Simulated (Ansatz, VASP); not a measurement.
V: VASP beside Ansatz

```
V
1.0
    -1.54326    1.51300    1.51300
     1.51300   -1.54326    1.51300
     1.51300    1.51300   -1.54326
V
1
Direct
  0.00000 0.00000 0.00000
```

Change from the starting cell: equal xy, yz and zx shear strains of -2 %.

Alike in both runs: task single point; functional PBEsol; k mesh 19 × 19 × 19; occupations fermi-dirac, width 0.03 eV; collinear spin.

|  | VASP | Ansatz |
| --- | --- | --- |
| version | VASP 6.6.1 | Ansatz 0.2.0 |
| potentials or method | VASP PAW PBE potentials, release 64 (V_sv), cutoff 500 eV | all-electron LAPW, scalar-relativistic |

```csv
,VASP,Ansatz,Ansatz less VASP
pressure (GPa),-11.7,-11.8,-0.10
"traceless stress, the component that is largest in VASP (GPa)",0.25,0.25,-0.002
net moment per atom (μB),0.00,0.00,0.000
```

VASP's potentials were made for PBE, not for PBEsol. Ansatz ran all-electron here, and VASP with PAW potentials. Ansatz's warnings: seeded moment not kept.
